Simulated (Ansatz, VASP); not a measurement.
**Ru in VASP and in Ansatz**

File INCAR:

```
PREC = Accurate
ENCUT = 520
EDIFF = 1E-6
ISMEAR = 0
SIGMA = 0.15
LREAL = F
LASPH = T
NELM = 60
ALGO = Fast
ISIF = 2
LWAVE = F
LCHARG = T
GGA = CA
LELF = T
LVHAR = T
NBANDS = 21
```

Contents of KPOINTS:

```
regular mesh
0
Gamma
  21 21 10
```

File POSCAR:

```
Ru
1.0
    2.6740588025      0.0000000000      0.0000000000
   -1.3370294013      2.3158028542      0.0000000000
    0.0000000000      0.0000000000      4.2267610266
Ru
2
Direct
    0.3534775351      0.7069550702      0.2500000000
    0.6465224649      0.2930449298      0.7500000000
```

Input for Ansatz:

```yaml
crystal:
  lattice:
    - [2.6740588025, 0.0, 0.0]
    - [-1.3370294013, 2.3158028542, 0.0]
    - [0.0, 0.0, 4.2267610266]
  atoms:
    - { symbol: Ru, position: [0.3534775351, 0.7069550702, 0.25] }
    - { symbol: Ru, position: [0.6465224649, 0.2930449298, 0.75] }
basis:
  ecutwfc: 420
kpoints:
  mp_grid: { grid: [21, 21, 10] }
hamiltonian:
  xc: lda
  pseudopotentials: { kind: paw, azcp: { folder: soft_1 } }
scf:
  occupations: { method: gaussian, width: 0.15 }
output:
  forces: true
  stress: true
  eigenvalues: true
```

Change from the starting cell: mode 4 frozen in at +0.000 Å and mode 5 at +0.093 Å (largest displacements).

Alike in both runs: task single point; functional LDA; k mesh 21 × 21 × 10; occupations gaussian, width 0.15 eV; no spin polarisation.

```csv
,VASP,Ansatz
version,VASP 6.6.1,Ansatz 0.2.0
potentials or method,"VASP PAW LDA potentials, release 64 (Ru_pv), cutoff 520 eV","scalar-relativistic, plane waves, PAW"
valence electrons in the cell,28,32
```

```tsv
	VASP	Ansatz	Ansatz less VASP
gap on the k mesh at the Fermi level (eV)	none	none	-
pressure (GPa)	3.1	2.1	-1.01
traceless stress, the component that is largest in VASP (GPa)	-4.55	-4.40	+0.149
rms of the force components (eV/Å)	0.781	0.775	-0.0057
```

Ansatz warns that its potentials were made for another functional, while VASP's fit it. LDA's correlation is that of Perdew and Zunger in VASP and of Perdew and Wang (1992) in Ansatz. Atom by atom the forces differ by 0.006 eV/Å (rms over components). A gap of «none» marks a metal or a gap that the smearing closes. VASP's potentials hold 28 valence electrons a cell and Ansatz's 32, so a difference there can come from the potentials and not from the codes.
